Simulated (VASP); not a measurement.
A run of VASP 6.6.1 is set up as follows.

Contents of POSCAR:

```
TiO
1.0
    2.8516080131      0.0000000000      0.0000000000
   -1.4258040066      2.4695649810      0.0000000000
    0.0000000000      0.0000000000      5.5675030000
Ti O
2 2
Direct
    0.3333333333      0.6666666667      0.2500000000
    0.6666666667      0.3333333333      0.7500000000
    0.0000000000      0.0000000000      0.0000000000
    0.0000000000      0.0000000000      0.5000000000
```

The input INCAR.step1:

```
SYSTEM = TiO
ALGO = Normal ; EDIFF = 1E-4
ENCUT = 600 ; GGA = PE
ISMEAR = 0 ; LASPH = .TRUE.
LCHARG = .FALSE. ; LREAL = .FALSE.
LWAVE = .TRUE. ; NELM = 80
PREC = Accurate ; SIGMA = 0.1
```

The input INCAR.step2:

```
SYSTEM = TiO
ALGO = Normal ; EDIFF = 1E-6
EDIFFG = -0.01 ; ENCUT = 600
IBRION = 2 ; ISIF = 3
ISMEAR = 0 ; ISTART = 1
LASPH = .TRUE. ; LCHARG = .FALSE.
LMIXTAU = .TRUE. ; LREAL = .FALSE.
LWAVE = .FALSE. ; METAGGA = R2SCAN
NELM = 80 ; NSW = 80
PREC = Accurate ; SIGMA = 0.1
```

Contents of KPOINTS:

```
k-points
0
G
  18 18 8
  0 0 0
```

Potentials or basis: VASP PAW PBE potentials, release 64 (Ti_sv, O).

The run is started by

```console
$ cat potpaw_PBE.64/Ti_sv/POTCAR potpaw_PBE.64/O/POTCAR > POTCAR
$ cp INCAR.step1 INCAR
$ mpirun -np 1 vasp_std > vasp.out
$ cp INCAR.step2 INCAR
$ mpirun -np 1 vasp_std > vasp.out
```

Question: What does it give for the space group after relaxing (to 0.1 Å)?

Answer: P6_3/mmc (No. 194).

Question: What does it give for the band gap on the k mesh?

Answer: Zero (bands 18 and 19 overlap by 0.03 eV).

Question: What does it give for the relaxed cell?

Answer: a = 2.832 Å, b = 2.832 Å, c = 5.556 Å, α = 90.00°, β = 90.00°, γ = 120.00°.

Final structure:
```xyz
4
Lattice="2.8320 0.0000 0.0000 -1.4160 2.4526 0.0000 0.0000 0.0000 5.5563" Properties=species:S:1:pos:R:3 pbc="T T T"
Ti    0.0000    1.6350    1.3891
Ti    1.4160    0.8175    4.1672
O     0.0000    0.0000    5.5563
O     0.0000    0.0000    2.7781
```

Caveat: semilocal functionals often make such compounds metallic where correlation or magnetic order opens a gap, which also shifts bond lengths.
